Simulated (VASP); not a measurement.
**Sn: single point with PBEsol**

Crystal: Sn.

```
CELL_PARAMETERS angstrom
-1.89465 1.89465 1.89465
1.89465 -1.89465 1.89465
1.89465 1.89465 -1.89465
ATOMIC_POSITIONS crystal
Sn 0.00000 0.00000 0.00000
```

- Program: VASP 6.6.1
- Task: single point
- Functional: PBEsol
- Potentials or basis: VASP PAW PBE potentials, release 64 (Sn_d)
- Cutoff: 520 eV
- k mesh: 10 × 10 × 10
- Occupations: fermi-dirac, width 0.2 eV
- Spin: no spin polarisation
- Dipole correction: no
- Further INCAR settings: ALGO = Normal; EDIFF = 1e-06; NBANDS = 13

| Item | Value |
| --- | --- |
| Pressure | -1.9 GPa |
| Band gap on the k mesh | zero (band 7 reaches 15.86 eV, above the bottom of band 8 at 5.64 eV) |

Levels at points of the mesh, in eV from the Fermi level:
```tsv
k point	band 3	band 4	band 5	band 6	band 7	band 8	band 9	band 10	band 11	band 12
(0.00, 0.00, 0.00)	-21.42	-21.28	-21.28	-11.06	7.97	7.97	7.97	12.15	12.15	12.15
(0.50, 0.00, 0.00)	-21.29	-21.28	-21.19	-6.40	-4.39	3.62	5.45	7.98	8.29	14.98
(0.50, 0.50, 0.50)	-21.21	-21.21	-21.21	-2.47	-0.45	-0.45	-0.45	3.87	3.87	18.25
```

It took 7.9 s on 1 thread of AMD EPYC 7R13 Processor (Zen 3), with other jobs on the host, peak memory 0.11 GiB.

Caveat: the PAW data sets were made with another functional, which shifts forces and pressure a little; spin-orbit coupling is left out, which moves the levels of the heavy elements.
